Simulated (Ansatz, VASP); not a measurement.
# One calculation of AlN, two programs

The input INCAR:

```
SYSTEM = AlN
PREC = Accurate
ENCUT = 520
EDIFF = 1E-6
ISMEAR = 0
SIGMA = 0.01
LREAL = .FALSE.
LASPH = .TRUE.
NELM = 100
ALGO = Normal
ISIF = 2
LWAVE = .FALSE.
LCHARG = .TRUE.
GGA = PE
LELF = .TRUE.
LVHAR = .TRUE.
NBANDS = 11
```

File KPOINTS:

```
regular mesh
0
G
  10 10 10
  0 0 0
```

File POSCAR:

```
AlN
1.0
    0.0000000000      2.1848764218      2.1848764218
    2.1848764218      0.0000000000      2.1848764218
    2.1848764218      2.1848764218      0.0000000000
Al N
1 1
Direct
    0.0000000000      0.0000000000      0.0000000000
    0.2500000000      0.2500000000      0.2500000000
```

Input for Ansatz:

```yaml
crystal:
  lattice:
    - [0.0, 2.1848764218, 2.1848764218]
    - [2.1848764218, 0.0, 2.1848764218]
    - [2.1848764218, 2.1848764218, 0.0]
  atoms:
    - { symbol: Al, position: [0.0, 0.0, 0.0] }
    - { symbol: "N", position: [0.25, 0.25, 0.25] }
kpoints:
  mp_grid: { grid: [10, 10, 10] }
  band_path:
    path:
      - [0.0, 0.0, 0.0]
      - [-0.5, -0.5, 0.0]
      - [-0.375, -0.375, 0.25]
      - [-0.375, 0.0, 0.375]
      - [0.0, 0.0, 0.5]
      - [-0.5, -0.25, 0.25]
      - [0.0, 0.5, 0.5]
    npoints: 1
hamiltonian:
  xc: pbe
scf:
  occupations: { method: fixed }
  n_extra_bands: 4
output:
  forces: true
  stress: true
  eigenvalues: true
```

Alike in both runs: task single point; functional PBE; k mesh 10 × 10 × 10; no spin polarisation.

|  | VASP | Ansatz |
| --- | --- | --- |
| version | VASP 6.6.1 | Ansatz 0.2.0 |
| potentials or method | VASP PAW PBE potentials, release 64 (Al, N) | plane waves, PAW |
| plane-wave cutoff (eV) | 520 | 420 |
| occupations | gaussian, width 0.01 eV | fixed |
| valence electrons in the cell | 8 | 8 |

```tsv
	VASP	Ansatz	Ansatz less VASP
gap on the k mesh at the Fermi level (eV)	3.32	3.33	+0.008
pressure (GPa)	4.3	4.6	+0.28
```
